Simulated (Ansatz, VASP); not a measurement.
# One calculation of Mg, two programs

```
Mg
1.0
    -1.44636    1.44636    1.44636
     1.44636   -1.44636    1.44636
     1.44636    1.44636   -1.44636
Mg
1
Direct
  0.00000 0.00000 0.00000
```

Change from the starting cell: volume scaled by 0.94, crystal datasets.

Alike in both runs: task electric field gradients; functional PBEsol; k mesh 16 × 16 × 16; occupations fermi-dirac, width 0.05 eV; no spin polarisation.

|  | VASP | Ansatz |
| --- | --- | --- |
| version | VASP 6.6.1 | Ansatz 0.2.0 |
| potentials or method | VASP PAW PBE potentials, release 64 (Mg), cutoff 520 eV | all-electron PAW with datasets made for the crystal, scalar-relativistic |

|  | VASP | Ansatz | Ansatz less VASP |
| --- | --- | --- | --- |
| pressure (GPa) | 77.0 | 75.2 | -1.81 |

VASP's potentials were made for PBE, not for PBEsol. Both programs put the cell under a high pressure, so it lies far from rest at this level. Ansatz ran all-electron here, and VASP with PAW potentials.

Noted on VASP's run: the cell as given lies far from equilibrium.
